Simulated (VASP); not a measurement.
# LiBe4 (Im-3m) in VASP: single point with PBE

Aim: the single point of LiBe4 with PBE.

All numbers are computed with VASP 6.6.1; they aren't measurements. Logs are shortened: lines on timing, memory, paths and dates and some standing lists are left out, and cuts for length are marked.

### 1 The cell of the first run

The structure is cubic, space group Im-3m (No. 229). The conventional cell has a = 4.900 Å, b = 4.900 Å, c = 4.900 Å, α = 90.00°, β = 90.00°, γ = 90.00°. Within 2.8 Å of Li (site symmetry m-3m) lie 8 Be at 2.12 Å. Be (site symmetry -3m) has 2 Li at 2.12 Å and 6 Be at 2.45 Å within 2.8 Å.

### 2 Single point, PBE

File INCAR:

```
SYSTEM = LiBe4
  ALGO = Normal
  EDIFF = 1E-6
  ENCUT = 750
  GGA = PE
  GGA_COMPAT = .FALSE.
  ISIF = 2
  ISMEAR = 0
  LASPH = .TRUE.
  LCHARG = .FALSE.
  LREAL = .FALSE.
  LWAVE = .FALSE.
  NBANDS = 14
  NELM = 120
  PREC = Accurate
  SIGMA = 0.2
```

File KPOINTS:

```
k-points
0
G
  5 5 5
  0 0 0
```

File POSCAR:

```
LiBe4
1.0
   -2.4502028001      2.4502028001      2.4502028001
    2.4502028001     -2.4502028001      2.4502028001
    2.4502028001      2.4502028001     -2.4502028001
Li Be
1 4
Direct
    0.0000000000      0.0000000000      0.0000000000
    0.0000000000      0.0000000000      0.5000000000
    0.0000000000      0.5000000000      0.0000000000
    0.5000000000      0.0000000000      0.0000000000
    0.5000000000      0.5000000000      0.5000000000
```

Potentials or basis: VASP PAW PBE potentials, release 64 (Li_sv, Be).

Command:

```console
$ cat potpaw_PBE.64/Li_sv/POTCAR potpaw_PBE.64/Be/POTCAR > POTCAR
$ mpirun -np 1 vasp_std > vasp.out
```

OUTCAR:

```text
SYSTEM = LiBe4
   EDIFF = 1E-6
   ENCUT = 750
   GGA = PE
   ISIF = 2
   ISMEAR = 0
   LASPH = .TRUE.
   LREAL = .FALSE.
   NELM = 120
   PREC = Accurate

 ion  position               nearest neighbor table
   1  0.000  0.000  0.000-   2 2.12   3 2.12   4 2.12   5 2.12   2 2.12   3 2.12   4 2.12   5 2.12

   2  0.000  0.000  0.500-   1 2.12   1 2.12
   3  0.000  0.500  0.000-   1 2.12   1 2.12
   4  0.500  0.000  0.000-   1 2.12   1 2.12
   5  0.500  0.500  0.500-   1 2.12   1 2.12

  LATTYP: Found a body centered cubic cell.
 ALAT       =     4.9004056002

  Lattice vectors:

 A1 = (  -2.4502028001,   2.4502028001,   2.4502028001)
 A2 = (   2.4502028001,  -2.4502028001,   2.4502028001)
 A3 = (   2.4502028001,   2.4502028001,  -2.4502028001)

Analysis of symmetry for initial positions (statically):
=====================================================================
 Subroutine PRICEL returns:
 Original cell was already a primitive cell.

 Routine SETGRP: Setting up the symmetry group for a
 body centered cubic supercell.

 Subroutine GETGRP returns: Found 48 space group operations
[... 9 lines left out ...]

 Routine SETGRP: Setting up the symmetry group for a
 body centered cubic supercell.

 Subroutine GETGRP returns: Found 48 space group operations
[... 11 lines left out ...]
                                     Primitive cell

  volume of cell :      58.8391

  direct lattice vectors                    reciprocal lattice vectors
    -2.450202800  2.450202800  2.450202800     0.000000000  0.204064741  0.204064741
     2.450202800 -2.450202800  2.450202800     0.204064741  0.000000000  0.204064741
     2.450202800  2.450202800 -2.450202800     0.204064741  0.204064741  0.000000000

  length of vectors
     4.243875739  4.243875739  4.243875739     0.288591124  0.288591124  0.288591124

  position of ions in fractional coordinates (direct lattice)
     0.000000000  0.000000000  0.000000000
     0.000000000  0.000000000  0.500000000
     0.000000000  0.500000000  0.000000000
     0.500000000  0.000000000  0.000000000
     0.500000000  0.500000000  0.500000000

  ion indices of the primitive-cell ions
   primitive index   ion index
                 1           1
                 2           2
                 3           3
                 4           4
                 5           5

----------------------------------------------------------------------------------------

 KPOINTS: k-points

Automatic generation of k-mesh.
 Grid dimensions read from file:
 generate k-points for:    5    5    5

 Generating k-lattice:

  Cartesian coordinates                     Fractional coordinates (reciprocal lattice)
     0.000000000  0.040812948  0.040812948     0.200000000  0.000000000  0.000000000
     0.040812948  0.000000000  0.040812948     0.000000000  0.200000000  0.000000000
     0.040812948  0.040812948  0.000000000     0.000000000  0.000000000  0.200000000

  Length of vectors
     0.057718225  0.057718225  0.057718225

  Shift w.r.t. Gamma in fractional coordinates (k-lattice)
     0.000000000  0.000000000  0.000000000

 Subroutine IBZKPT returns following result:
 ===========================================

 Found     10 irreducible k-points:

 Following reciprocal coordinates:
            Coordinates               Weight
  0.000000  0.000000  0.000000      1.000000
  0.200000  0.000000  0.000000     12.000000
  0.400000  0.000000  0.000000     12.000000
  0.200000  0.200000  0.000000     24.000000
  0.400000  0.200000  0.000000     24.000000
  0.200000  0.200000  0.200000      8.000000
 -0.200000  0.200000  0.200000      6.000000
 -0.400000  0.400000  0.200000     24.000000
 -0.400000 -0.400000  0.200000      8.000000
 -0.400000  0.400000  0.400000      6.000000
   k-points           NKPTS =     10   k-points in BZ     NKDIM =     10   number of bands    NBANDS=     14
   number of dos      NEDOS =    301   number of ions     NIONS =      5
   total plane-waves  NPLWV =  64000
   dimension x,y,z NGX =    40 NGY =   40 NGZ =   40
   dimension x,y,z NGXF=    80 NGYF=   80 NGZF=   80
   ions per type =               1   4
   NGX,Y,Z   is equivalent  to a cutoff of  15.67, 15.67, 15.67 a.u.
   NGXF,Y,Z  is equivalent  to a cutoff of  31.34, 31.34, 31.34 a.u.
 SYSTEM =  LiBe4
   PREC   = accura    normal or accurate (medium, high low for compatibility)
   ISTART =      0    job   : 0-new  1-cont  2-samecut
   ICHARG =      2    charge: 1-file 2-atom 10-const
   ISPIN  =      1    spin polarized calculation?
   LNONCOLLINEAR =      F non collinear calculations
   LSORBIT =      F    spin-orbit coupling
   LASPH  =      T    aspherical Exc in radial PAW
   ENCUT  =  750.0 eV  55.12 Ry    7.42 a.u.   9.48  9.48  9.48*2*pi/ulx,y,z
   NELM   =    120;   NELMIN=  2; NELMDL= -5     # of ELM steps
   EDIFF  = 0.1E-05   stopping-criterion for ELM
   LREAL  =      F    real-space projection
   EDIFFG = 0.1E-04   stopping-criterion for IOM
   NSW    =      0    number of steps for IOM
   IBRION =     -1    ionic relax: 0-MD 1-quasi-New 2-CG
   NFREE  =      0    steps in history (QN), initial steepest desc. (CG)
   ISIF   =      2    stress and relaxation
   ISYM   =      2    0-nonsym 1-usesym 2-fastsym
   POTIM  = 0.5000    time-step for ionic-motion
   TEBEG  =    0.0;   TEEND  =   0.0 temperature during run
   PSTRESS=    0.0 pullay stress
   NELECT =      11.0000    total number of electrons
   NUPDOWN=      -1.0000    fix difference up-down
   EMIN   =  10.00;   EMAX   =-10.00  energy-range for DOS
   EFERMI =   0.00;   METHOD = LEGACY
   ISMEAR =     0;   SIGMA  =   0.20  broadening in eV -4-tet -1-fermi 0-gaus
   EFERMI_NEDOS =   21; number of points for ismear=-14 and -15
   IALGO  =     38    algorithm
   IMIX   =      4    mixing-type and parameters
     AMIX     =   0.40;   BMIX     =  1.00
     AMIX_MAG =   1.60;   BMIX_MAG =  1.00
  volume/ion in A,a.u.               =      11.77        79.41
  Fermi-wavevector in a.u.,A,eV,Ry     =   0.936089  1.768951 11.922271  0.876262
  Thomas-Fermi vector in A             =   2.063063
   LORBIT       =      0    0 simple, 1 ext, 2 COOP (PROOUT), +10 PAW based schemes
   GGA     = PE    functional components
   LHFCALC =     F    Hartree Fock is set to
   AEXX    =    0.0000 exact exchange contribution
   IVDW    =     0    specifies the selected vdW correction
   LEPSILON=     F    determine dielectric tensor
   LRPA    =     F    only Hartree local field effects (RPA)
 non-spin polarized calculation
 Gauss-broadening in eV      SIGMA  =   0.20
  energy-cutoff  :      750.00
  volume of cell :       58.84
 maximum number of plane-waves:      2752
 NGX is ok and might be reduce to    40
   NGX = 19   NGY = 19   NGZ = 19

 number of electron      11.0000003 magnetization

 Free energy of the ion-electron system (eV)
  ---------------------------------------------------
  ext. energy  EPLUGINS =         0.00000000
  ---------------------------------------------------
  free energy    TOTEN  =       -11.60714487 eV

  energy without entropy =      -11.55990132  energy(sigma->0) =      -11.58352310

 E-fermi :   3.0155     XC(G=0):  -9.1473

 val. band max:        2.9431807790   @ k =   0.4000   0.0000   0.0000
 cond. band min:       3.1300202468   @ k =   0.4000   0.0000   0.0000
 fundamental gap:      0.1868394678
 Fermi energy:         3.0155416087

 k-point     1 :       0.0000    0.0000    0.0000
  band No.  band energies     occupation
      1     -41.1233      2.00000
      2      -4.5217      2.00000
      3       2.5188      1.99956
      4       2.5188      1.99956
      5       2.5188      1.99956
      6       4.0117      0.00000
      7       4.0117      0.00000
      8       4.0117      0.00000
      9       7.1951      0.00000
     10       7.1951      0.00000
     11       7.1951      0.00000
     12       9.1183      0.00000
     13       9.1183      0.00000
     14      11.6176      0.00000

 k-point     2 :       0.2000    0.0000    0.0000
  band No.  band energies     occupation
      1     -41.1234      2.00000
      2      -4.1481      2.00000
      3       1.2947      2.00000
      4       2.3002      2.00000
      5       2.4064      1.99998
      6       3.1852      0.23039
      7       3.5941      0.00004
      8       4.1135      0.00000
      9       7.9138      0.00000
     10       8.0399      0.00000
     11       8.1610      0.00000
     12      10.5327      0.00000
     13      10.7385      0.00000
     14      11.0858      0.00000

 k-point     3 :       0.4000    0.0000    0.0000
  band No.  band energies     occupation
      1     -41.1236      2.00000
      2      -3.0405      2.00000
      3      -1.0853      2.00000
      4       2.0112      2.00000
      5       2.0466      2.00000
      6       2.9432      1.39112
      7       3.1300      0.41824
      8       5.2582      0.00000
      9       7.6996      0.00000
     10       8.9804      0.00000
     11       9.3196      0.00000
     12       9.8755      0.00000
     13      10.1193      0.00000
     14      13.8693      0.00000
[... 86 lines left out ...]
 k-point     9 :      -0.4000   -0.4000    0.2000
  band No.  band energies     occupation
      1     -41.1239      2.00000
      2      -1.2845      2.00000
      3      -1.2845      2.00000
      4      -0.6986      2.00000
      5       2.3563      2.00000
      6       2.8706      1.69460
      7       2.8706      1.69460
      8       4.5171      0.00000
      9       6.8582      0.00000
     10       6.8582      0.00000
     11      13.2541      0.00000
     12      13.2541      0.00000
     13      13.6986      0.00000
     14      13.8804      0.00000

 k-point    10 :      -0.4000    0.4000    0.4000
  band No.  band energies     occupation
      1     -41.1240      2.00000
      2      -1.4985      2.00000
      3       0.2064      2.00000
      4       0.4945      2.00000
      5       0.5825      2.00000
      6       0.5825      2.00000
      7       2.4176      1.99998
      8       6.3937      0.00000
      9       6.3937      0.00000
     10       7.0741      0.00000
     11      12.3386      0.00000
     12      13.8424      0.00000
     13      13.8424      0.00000
     14      14.6213      0.00000

------------------------ aborting loop because EDIFF is reached ----------------------------------------

  FORCE on cell =-STRESS in cart. coord.  units (eV):
  Direction    XX          YY          ZZ          XY          YZ          ZX
  --------------------------------------------------------------------------------------
  -------------------------------------------------------------------------------------
  Total        0.0681838      0.0681838      0.0681838     -0.0000000      0.0000000      0.0000000
  in kB        1.8566323      1.8566323      1.8566323     -0.0000000      0.0000000      0.0000000
  external PRESSURE =       1.8566323 kB  Pullay stress =       0.0000000 kB

 VOLUME and BASIS-vectors are now :
 -----------------------------------------------------------------------------
  energy-cutoff  :      750.00
  volume of cell :       58.84
      direct lattice vectors                 reciprocal lattice vectors
    -2.450202800  2.450202800  2.450202800     0.000000000  0.204064741  0.204064741
     2.450202800 -2.450202800  2.450202800     0.204064741  0.000000000  0.204064741
     2.450202800  2.450202800 -2.450202800     0.204064741  0.204064741  0.000000000

 POSITION                                       TOTAL-FORCE (eV/Angst)
 -----------------------------------------------------------------------------------
      0.00000      0.00000      0.00000         0.000000     -0.000000      0.000000
      1.22510      1.22510     -1.22510        -0.000000      0.000000      0.000000
      1.22510     -1.22510      1.22510         0.000000      0.000000      0.000000
     -1.22510      1.22510      1.22510         0.000000      0.000000     -0.000000
      1.22510      1.22510      1.22510         0.000000     -0.000000     -0.000000
 -----------------------------------------------------------------------------------
    total drift:                               -0.000000     -0.000000      0.000000

  FREE ENERGIE OF THE ION-ELECTRON SYSTEM (eV)
  ---------------------------------------------------
  free  energy   TOTEN  =       -11.6071448682 eV

  energy  without entropy=      -11.5599013221  energy(sigma->0) =      -11.58352310
```

Wall time 21 s (1 thread of Intel Xeon 8259CL, shared host); peak memory 0.23 GiB.

What came out:

| Quantity | Value |
| --- | --- |
| Free energy | -11.6071 eV |
| Pressure | 0.2 GPa |

Caveat: the k points lie up to 0.36 Å⁻¹ apart.
